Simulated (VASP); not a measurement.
Wanted: the native input for a VASP 6.6.1 run.

```yaml
Task: single point
Functional: PBEsol
Potentials_or_basis: VASP PAW PBE potentials, release 64 (Ir)
Cutoff: 520 eV
k_mesh: 21 × 21 × 12
Occupations: gaussian, width 0.15 eV
Spin: collinear spin, ferromagnetic start
Starting_moments: "[0.7, 0.7] μB"
Fixed_moment: 1.4 μB
Dipole_correction: no
Further_INCAR_settings: ALGO = Normal; EDIFF = 1e-06; NBANDS = 20
```

The structure of Ir lies in POSCAR:

```
Ir
1.0
    2.5448121180      0.0000000000      0.0000000000
   -1.2724060590      2.2038719420      0.0000000000
    0.0000000000      0.0000000000      4.1259244814
Ir
2
Direct
    0.6666666667      0.3333333333      0.7500000000
    0.3333333333      0.6666666667      0.2500000000
```

The input as run:

INCAR

```
SYSTEM = Ir
ALGO     = Normal         ! electronic algorithm
EDIFF    = 1E-6           ! SCF threshold, eV
ENCUT    = 520            ! plane-wave cutoff, eV
GGA      = PS             ! functional
ISIF     = 2              ! what is computed and relaxed
ISMEAR   = 0              ! smearing method
ISPIN    = 2              ! spin polarisation
LASPH    = .TRUE.         ! aspherical terms in the spheres
LCHARG   = .TRUE.         ! write CHGCAR
LELF     = .TRUE.         ! ELF
LMAXMIX  = 4              ! l up to which the mixer works
LORBIT   = 11             ! projections on sites
LREAL    = .FALSE.        ! projectors in reciprocal space
LVHAR    = .TRUE.       
LWAVE    = .FALSE.        ! write WAVECAR
MAGMOM   = 0.7 0.7        ! initial moments
NBANDS   = 20             ! bands
NELM     = 150            ! most SCF steps
NUPDOWN  = 1.4            ! fixed moment
PREC     = Accurate       ! precision mode
SIGMA    = 0.15           ! smearing width, eV
```

KPOINTS

```
k-points
0
G
  21 21 12
  0 0 0
```

Potentials or basis: VASP PAW PBE potentials, release 64 (Ir).

Command:

```sh
$ cat potpaw_PBE.64/Ir/POTCAR > POTCAR
$ mpirun -np 1 vasp_std > vasp.out
```

Results of the run:

- Pressure: 135.4 GPa
- Net moment: 1.40 μB per cell
- Site moments: Ir +0.68 μB

Caveat: the PAW data sets were made with another functional, which shifts forces and pressure a little; the total moment is fixed, so each spin has its own Fermi level.

Wall time 2.8 min on 1 thread of Oxide Virtual Turin-like Processor, on a shared host, peak memory 0.28 GiB.
